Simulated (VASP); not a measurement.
# Pd (Fm-3m) in VASP: single point with LDA

Aim: the single point of Pd with LDA.

Everything below comes from runs of VASP 6.6.1. Logs are shortened: lines on timing, memory, paths and dates and some standing lists are left out, and cuts for length are marked.

## Step 1: The cell of the first run

It takes space group Fm-3m (No. 225, cubic). The conventional cell has a = 3.839 Å, b = 3.839 Å, c = 3.839 Å, α = 90.00°, β = 90.00°, γ = 90.00°. Pd (site symmetry m-3m) has 12 Pd at 2.71 Å within 3.6 Å.

## Step 2: Single point, LDA

INCAR

```
SYSTEM = Pd
ALGO     = Normal         ! electronic algorithm
EDIFF    = 1E-7           ! SCF threshold, eV
ENCUT    = 520            ! plane-wave cutoff, eV
ISIF     = 2              ! what is computed and relaxed
ISMEAR   = 0              ! smearing method
LASPH    = .True.         ! aspherical terms in the spheres
LCHARG   = .True.         ! write CHGCAR
LELF     = .True.         ! ELF
LREAL    = .False.        ! projectors in reciprocal space
LVHAR    = .True.       
LWAVE    = .False.        ! write WAVECAR
NBANDS   = 11             ! bands
NELM     = 80             ! most SCF steps
PREC     = Accurate       ! precision mode
SIGMA    = 0.05           ! smearing width, eV
```

KPOINTS

```
k-points
0
Gamma
  18 18 18
  0 0 0
```

POSCAR

```
Pd
1.0
    0.0000000000      1.9194661316      1.9194661316
    1.9194661316      0.0000000000      1.9194661316
    1.9194661316      1.9194661316      0.0000000000
Pd
1
Direct
    0.0000000000      0.0000000000      0.0000000000
```

Potentials or basis: VASP PAW LDA potentials, release 64 (Pd).

Run with:

```
$ cat potpaw_LDA.64/Pd/POTCAR > POTCAR
$ mpirun -np 1 vasp_std > vasp.out
```

OUTCAR:

```text
SYSTEM = Pd
   EDIFF = 1E-7
   ENCUT = 520
   ISIF = 2
   ISMEAR = 0
   LASPH = .True.
   LREAL = .False.
   NELM = 80
   PREC = Accurate

 ion  position               nearest neighbor table
   1  0.000  0.000  0.000-

  LATTYP: Found a face centered cubic cell.
 ALAT       =     3.8389322632

  Lattice vectors:

 A1 = (   0.0000000000,   1.9194661316,   1.9194661316)
 A2 = (   1.9194661316,   0.0000000000,   1.9194661316)
 A3 = (   1.9194661316,   1.9194661316,   0.0000000000)

Analysis of symmetry for initial positions (statically):
=====================================================================
 Subroutine PRICEL returns:
 Original cell was already a primitive cell.

 Routine SETGRP: Setting up the symmetry group for a
 face centered cubic supercell.

 Subroutine GETGRP returns: Found 48 space group operations
 (whereof 48 operations were pure point group operations)
 out of a pool of 48 trial point group operations.

The static configuration has the point symmetry O_h .

Analysis of symmetry for dynamics (positions and initial velocities):
=====================================================================
 Subroutine PRICEL returns:
 Original cell was already a primitive cell.

 Routine SETGRP: Setting up the symmetry group for a
 face centered cubic supercell.

 Subroutine GETGRP returns: Found 48 space group operations
 (whereof 48 operations were pure point group operations)
 out of a pool of 48 trial point group operations.

The dynamic configuration has the point symmetry O_h .

 Subroutine INISYM returns: Found 48 space group operations
 (whereof 48 operations are pure point group operations),
 and found     1 'primitive' translations

----------------------------------------------------------------------------------------

                                     Primitive cell

  volume of cell :      14.1440

  direct lattice vectors                    reciprocal lattice vectors
     0.000000000  1.919466132  1.919466132    -0.260489097  0.260489097  0.260489097
     1.919466132  0.000000000  1.919466132     0.260489097 -0.260489097  0.260489097
     1.919466132  1.919466132  0.000000000     0.260489097  0.260489097 -0.260489097

  length of vectors
     2.714535036  2.714535036  2.714535036     0.451180351  0.451180351  0.451180351

[... 81 lines left out ...]
   NSW    =      0    number of steps for IOM
   IBRION =     -1    ionic relax: 0-MD 1-quasi-New 2-CG
   NFREE  =      0    steps in history (QN), initial steepest desc. (CG)
   ISIF   =      2    stress and relaxation
   ISYM   =      2    0-nonsym 1-usesym 2-fastsym
   POTIM  = 0.5000    time-step for ionic-motion
   TEBEG  =    0.0;   TEEND  =   0.0 temperature during run
   PSTRESS=    0.0 pullay stress
   NELECT =      10.0000    total number of electrons
   NUPDOWN=      -1.0000    fix difference up-down
   EMIN   =  10.00;   EMAX   =-10.00  energy-range for DOS
   EFERMI =   0.00;   METHOD = LEGACY
   ISMEAR =     0;   SIGMA  =   0.05  broadening in eV -4-tet -1-fermi 0-gaus
   EFERMI_NEDOS =   21; number of points for ismear=-14 and -15
   IALGO  =     38    algorithm
   IMIX   =      4    mixing-type and parameters
     AMIX     =   0.40;   BMIX     =  1.00
     AMIX_MAG =   1.60;   BMIX_MAG =  1.00
  volume/ion in A,a.u.               =      14.14        95.45
  Fermi-wavevector in a.u.,A,eV,Ry     =   1.458426  2.756025 28.939676  2.127006
  Thomas-Fermi vector in A             =   2.575112
   LORBIT       =      0    0 simple, 1 ext, 2 COOP (PROOUT), +10 PAW based schemes
   GGA     = CA    functional components
   LHFCALC =     F    Hartree Fock is set to
   AEXX    =    0.0000 exact exchange contribution
   IVDW    =     0    specifies the selected vdW correction
   LEPSILON=     F    determine dielectric tensor
   LRPA    =     F    only Hartree local field effects (RPA)
 non-spin polarized calculation
 Gauss-broadening in eV      SIGMA  =   0.05
  energy-cutoff  :      520.00
  volume of cell :       14.14
 maximum number of plane-waves:       392
   NGX =  9   NGY =  9   NGZ =  9

 number of electron      10.0000005 magnetization

 Free energy of the ion-electron system (eV)
  ---------------------------------------------------
  ext. energy  EPLUGINS =         0.00000000
  ---------------------------------------------------
  free energy    TOTEN  =        -6.49917773 eV

  energy without entropy =       -6.49603307  energy(sigma->0) =       -6.49760540

 E-fermi :  10.3286     XC(G=0): -13.7750

 val. band max:       10.3270065481   @ k =   0.5000   0.4444   0.0000
 cond. band min:      10.3314755043   @ k =  -0.4444   0.3889   0.1111
 fundamental gap:      0.0044689563
 Fermi energy:        10.3286043089

 k-point     1 :       0.0000    0.0000    0.0000
  band No.  band energies     occupation
      1       2.7602      2.00000
      2       7.2584      2.00000
      3       7.2584      2.00000
      4       7.2584      2.00000
      5       9.0219      2.00000
      6       9.0219      2.00000
      7      27.4660      0.00000
      8      32.4292      0.00000
      9      32.4292      0.00000
     10      32.4292      0.00000
     11      35.9474      0.00000
[... 309 lines left out ...]
 k-point    24 :      -0.2222    0.0556    0.0000
  band No.  band energies     occupation
      1       4.5235      2.00000
      2       7.0127      2.00000
      3       7.6108      2.00000
      4       7.6479      2.00000
      5       8.8809      2.00000
      6       9.4498      2.00000
      7      25.5463      0.00000
      8      28.6724      0.00000
      9      32.9218      0.00000
     10      35.1865      0.00000
     11      35.6890      0.00000

 [... further k-points ...]

------------------------ aborting loop because EDIFF is reached ----------------------------------------

  FORCE on cell =-STRESS in cart. coord.  units (eV):
  Direction    XX          YY          ZZ          XY          YZ          ZX
  --------------------------------------------------------------------------------------
  -------------------------------------------------------------------------------------
  Total        0.0176251      0.0176251      0.0176251      0.0000000      0.0000000      0.0000000
  in kB        1.9965057      1.9965057      1.9965057      0.0000000      0.0000000      0.0000000
  external PRESSURE =       1.9965057 kB  Pullay stress =       0.0000000 kB

 VOLUME and BASIS-vectors are now :
 -----------------------------------------------------------------------------
  energy-cutoff  :      520.00
  volume of cell :       14.14
      direct lattice vectors                 reciprocal lattice vectors
     0.000000000  1.919466132  1.919466132    -0.260489097  0.260489097  0.260489097
     1.919466132  0.000000000  1.919466132     0.260489097 -0.260489097  0.260489097
     1.919466132  1.919466132  0.000000000     0.260489097  0.260489097 -0.260489097

 POSITION                                       TOTAL-FORCE (eV/Angst)
 -----------------------------------------------------------------------------------
      0.00000      0.00000      0.00000         0.000000      0.000000     -0.000000
 -----------------------------------------------------------------------------------
    total drift:                               -0.000000     -0.000000     -0.000000

  FREE ENERGIE OF THE ION-ELECTRON SYSTEM (eV)
  ---------------------------------------------------
  free  energy   TOTEN  =        -6.4991777331 eV

  energy  without entropy=       -6.4960330723  energy(sigma->0) =       -6.49760540
```

Run time: 54 s. Hardware: 1 thread of Intel Xeon 6975P-C, shared host; peak memory 0.11 GiB.

What came out:

| Quantity | Value |
| --- | --- |
| Free energy | -6.4992 eV |
| Pressure | 0.2 GPa |
| Band gap on the k mesh | zero (band 5 reaches 10.65 eV, above the bottom of band 6 at 8.95 eV) |

Levels at points of the mesh, in eV from the Fermi level:
| k point | band 3 | band 4 | band 5 | band 6 | band 7 | band 8 |
| --- | --- | --- | --- | --- | --- | --- |
| (0.00, 0.00, 0.00) | -3.07 | -3.07 | -1.31 | -1.31 | 17.14 | 22.10 |
| (0.50, 0.00, 0.00) | -3.11 | -0.01 | -0.01 | 0.85 | 7.60 | 16.52 |
| (0.50, 0.50, 0.00) | -0.03 | 0.32 | 0.32 | 3.25 | 11.16 | 13.29 |
